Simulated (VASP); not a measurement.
# TiC3 (P6/mmm) in VASP: further runs, part 2 of 2

VASP 6.6.1. The steps go on from the part before.

### 5 Relaxation of cell and atoms, PBE

INCAR reads:

```
ALGO     = Normal         # electronic algorithm
EDIFF    = 1E-6           # SCF threshold, eV
EDIFFG   = -0.01          # ionic threshold
ENCUT    = 600            # plane-wave cutoff, eV
GGA      = PE             # functional
IBRION   = 2              # ionic algorithm
ISIF     = 3              # what is computed and relaxed
ISMEAR   = 0              # smearing method
LASPH    = T              # aspherical terms in the spheres
LCHARG   = F              # write CHGCAR
LREAL    = F              # projectors in reciprocal space
LWAVE    = F              # write WAVECAR
NELM     = 80             # most SCF steps
NSW      = 100            # ionic steps
PREC     = Accurate       # precision mode
SIGMA    = 0.1            # smearing width, eV
```

KPOINTS reads:

```
k-points
0
Gamma
  12 12 12
```

POSCAR reads:

```
TiC3
1.0
    3.7795787637      0.0000000000      0.0000000000
   -1.8897893819      3.2732112250      0.0000000000
    0.0000000000      0.0000000000      4.0421377668
Ti C
1 3
Direct
    0.0000000000      0.0000000000      0.0000000000
    0.0000000000      0.0000000000      0.5000000000
    0.3333333333      0.6666666667      0.0000000000
    0.6666666667      0.3333333333      0.0000000000
```

Potentials or basis: VASP PAW PBE potentials, release 64 (Ti_sv, C).

Started as:

```console
$ cat potpaw_PBE.64/Ti_sv/POTCAR potpaw_PBE.64/C/POTCAR > POTCAR
$ mpirun -np 1 vasp_std > vasp.out
```

OUTCAR:

```text
EDIFF = 1E-6
   EDIFFG = -0.01
   ENCUT = 600
   GGA = PE
   IBRION = 2
   ISIF = 3
   ISMEAR = 0
   LASPH = T
   LREAL = F
   NELM = 80
   NSW = 100
   PREC = Accurate

 ion  position               nearest neighbor table
   1  0.000  0.000  0.000-   2 2.02   2 2.02   4 2.18   3 2.18   4 2.18   3 2.18   4 2.18   3 2.18

   2  0.000  0.000  0.500-   1 2.02   1 2.02
   3  0.333  0.667  0.000-   1 2.18   1 2.18   1 2.18
   4  0.667  0.333  0.000-   1 2.18   1 2.18   1 2.18

  LATTYP: Found a hexagonal cell.
 ALAT       =     3.7795787637
 C/A-ratio  =     1.0694677951

  Lattice vectors:

 A1 = (   3.7795787637,   0.0000000000,   0.0000000000)
 A2 = (  -1.8897893819,   3.2732112250,   0.0000000000)
 A3 = (   0.0000000000,   0.0000000000,   4.0421377668)

Analysis of symmetry for initial positions (statically):
=====================================================================
 Subroutine PRICEL returns:
 Original cell was already a primitive cell.

 Routine SETGRP: Setting up the symmetry group for a
 hexagonal supercell.

 Subroutine GETGRP returns: Found 24 space group operations
 (whereof 24 operations were pure point group operations)
 out of a pool of 24 trial point group operations.

The static configuration has the point symmetry D_6h.

Analysis of symmetry for dynamics (positions and initial velocities):
=====================================================================
 Subroutine PRICEL returns:
 Original cell was already a primitive cell.

 Routine SETGRP: Setting up the symmetry group for a
 hexagonal supercell.

 Subroutine GETGRP returns: Found 24 space group operations
 (whereof 24 operations were pure point group operations)
 out of a pool of 24 trial point group operations.

The dynamic configuration has the point symmetry D_6h.

 Subroutine INISYM returns: Found 24 space group operations
 (whereof 24 operations are pure point group operations),
 and found     1 'primitive' translations

----------------------------------------------------------------------------------------
[... 124 lines left out ...]
   AEXX    =    0.0000 exact exchange contribution
   IVDW    =     0    specifies the selected vdW correction
   LEPSILON=     F    determine dielectric tensor
   LRPA    =     F    only Hartree local field effects (RPA)
 conjugate gradient relaxation of ions
 non-spin polarized calculation
 Gauss-broadening in eV      SIGMA  =   0.10
  energy-cutoff  :      600.00
  volume of cell :       50.01
 maximum number of plane-waves:      1693
   NGX = 15   NGY = 15   NGZ = 17

--------------------------------------- Ionic step        1  -------------------------------------------

 number of electron      24.0000003 magnetization

 Free energy of the ion-electron system (eV)
  ---------------------------------------------------
  ext. energy  EPLUGINS =         0.00000000
  ---------------------------------------------------
  free energy    TOTEN  =       -25.29604552 eV

  energy without entropy =      -25.27692875  energy(sigma->0) =      -25.28648713

------------------------ aborting loop because EDIFF is reached ----------------------------------------

  FORCE on cell =-STRESS in cart. coord.  units (eV):
  Direction    XX          YY          ZZ          XY          YZ          ZX
  --------------------------------------------------------------------------------------
  -------------------------------------------------------------------------------------
  Total       -0.1930231     -0.1930231      0.2458456      0.0000000     -0.0000000      0.0000000
  in kB       -6.1843101     -6.1843101      7.8767036      0.0000000     -0.0000000      0.0000000
  external PRESSURE =      -1.4973055 kB  Pullay stress =       0.0000000 kB
[... 63 lines left out ...]
--------------------------------------- Ionic step        3  -------------------------------------------

 number of electron      24.0000005 magnetization

 Free energy of the ion-electron system (eV)
  ---------------------------------------------------
  ext. energy  EPLUGINS =         0.00000000
  ---------------------------------------------------
  free energy    TOTEN  =       -25.29668343 eV

  energy without entropy =      -25.27711489  energy(sigma->0) =      -25.28689916

 E-fermi :   4.0184     XC(G=0): -10.4657

 val. band max:        4.0137881132   @ k =   0.0000   0.0000   0.1667
 cond. band min:       4.0186200045   @ k =   0.0833   0.0833   0.0000
 fundamental gap:      0.0048318913
 Fermi energy:         4.0184007180

 k-point     1 :       0.0000    0.0000    0.0000
  band No.  band energies     occupation
      1     -51.8441      2.00000
      2     -28.1969      2.00000
      3     -28.1969      2.00000
      4     -28.1110      2.00000
      5      -9.0085      2.00000
      6      -4.8921      2.00000
[... 433 lines left out ...]
      3     -28.2130      2.00000
      4     -28.1070      2.00000
      5      -7.6719      2.00000
      6      -4.9585      2.00000
[... 8 lines left out ...]
     15       5.3437      0.00000
     16       5.6084      0.00000

 [... further k-points ...]
[... 5 lines left out ...]
  --------------------------------------------------------------------------------------
  -------------------------------------------------------------------------------------
  Total        0.0216162      0.0216162      0.0291604     -0.0000000     -0.0000000      0.0000000
  in kB        0.6935124      0.6935124      0.9355531     -0.0000000     -0.0000000      0.0000000
  external PRESSURE =       0.7741927 kB  Pullay stress =       0.0000000 kB
[... 19 lines left out ...]
  FREE ENERGIE OF THE ION-ELECTRON SYSTEM (eV)
  ---------------------------------------------------
  free  energy   TOTEN  =       -25.2966834272 eV

  energy  without entropy=      -25.2771148923  energy(sigma->0) =      -25.28689916

 reached required accuracy - stopping structural energy minimisation
```

OSZICAR:

```text
N       E                     dE             d eps       ncg     rms          rms(c)
DAV:   1     0.205526835461E+03    0.20553E+03   -0.13268E+04  4264   0.172E+03
DAV:   2    -0.623905682282E+01   -0.21177E+03   -0.20964E+03  4456   0.417E+02
DAV:   3    -0.272780960029E+02   -0.21039E+02   -0.20694E+02  7752   0.112E+02
DAV:   4    -0.278548380596E+02   -0.57674E+00   -0.57559E+00  4712   0.197E+01
[... 24 lines left out ...]
DAV:   2    -0.252981270485E+02   -0.97111E-03   -0.18273E-02  5560   0.446E-01    0.271E-01
DAV:   3    -0.252967000649E+02    0.14270E-02   -0.86450E-03  5496   0.306E-01    0.356E-02
DAV:   4    -0.252966903708E+02    0.96940E-05   -0.22227E-04  5544   0.114E-01    0.189E-02
DAV:   5    -0.252966834552E+02    0.69156E-05   -0.33998E-05  6744   0.593E-02    0.725E-03
DAV:   6    -0.252966834272E+02    0.28041E-07   -0.15132E-06  3264   0.120E-02
   3 F= -.25296683E+02 E0= -.25286899E+02  d E =-.637911E-03
```

It took 7.3 min on 1 thread of AMD EPYC 7R13, shared host; peak memory 0.24 GiB.

What came out:

```
Free energy                            : -25.2967 eV
Relaxed volume                         : 12.48 Å³/atom
Relaxed cell                           : a = 3.772 Å, b = 3.772 Å, c = 4.052 Å, α = 90.00°, β = 90.00°, γ = 120.00°
Space group after relaxing (to 0.05 Å) : P6/mmm (No. 191)
Energy gained by relaxing              : 0.2 meV/atom
Ionic steps                            : 3
Pressure after relaxing                : 0.1 GPa
Band gap on the k mesh                 : zero (band 12 reaches 4.61 eV, above the bottom of band 13 at 3.37 eV)
```

Step by step:
| step | energy change (eV) | largest force (eV/Å) | pressure (GPa) | volume (Å³) |
| --- | --- | --- | --- | --- |
| 1 | 0.0000 | 0.0000 | -0.15 | 50.01 |
| 2 | -0.0006 | 0.0000 | 0.11 | 49.92 |
| 3 | -0.0006 | 0.0000 | 0.08 | 49.94 |

Final structure:
```xyz
4
Lattice="3.7725 0.0000 0.0000 -1.8862 3.2671 0.0000 0.0000 0.0000 4.0518" Properties=species:S:1:pos:R:3 pbc="T T T"
Ti    0.0000    0.0000    0.0000
C     0.0000    0.0000    2.0259
C     0.0000    2.1781    0.0000
C     1.8862    1.0890    0.0000
```

### 6 Overview

```csv
task,spin,cell,k mesh,cutoff (eV),gap on the mesh (eV),pressure (GPa),relaxed volume (Å³/atom)
single point,"collinear, ferromagnetic start","a = 3.780, b = 3.780, c = 4.042 Å, angles 90.0, 90.0, 120.0°, 4 atoms",6 × 6 × 4,520,none,0.0,-
single point,off,"a = 3.774, b = 3.774, c = 4.055 Å, angles 90.0, 90.0, 120.0°, 4 atoms",12 × 12 × 12,520,none,0.0,-
relaxation of cell and atoms,off,"relaxed from a = 4.884, b = 4.884, c = 5.347 Å, angles 90.0, 90.0, 120.0°, 4 atoms",6 × 6 × 4,600,none,0.3,12.47
relaxation of cell and atoms,off,"relaxed from a = 3.780, b = 3.780, c = 4.042 Å, angles 90.0, 90.0, 120.0°, 4 atoms",12 × 12 × 12,600,none,0.1,12.48
```

Alike in all rows: level PBE; potentials or basis VASP PAW PBE potentials, release 64 (Ti_sv, C); smearing gaussian 0.1 eV.

Caveats: some runs use coarse meshes; the volume moved by over 15 % at a fixed basis, so the end points are rough (some runs).

Absolute energies hang on the potentials; compare differences alone.
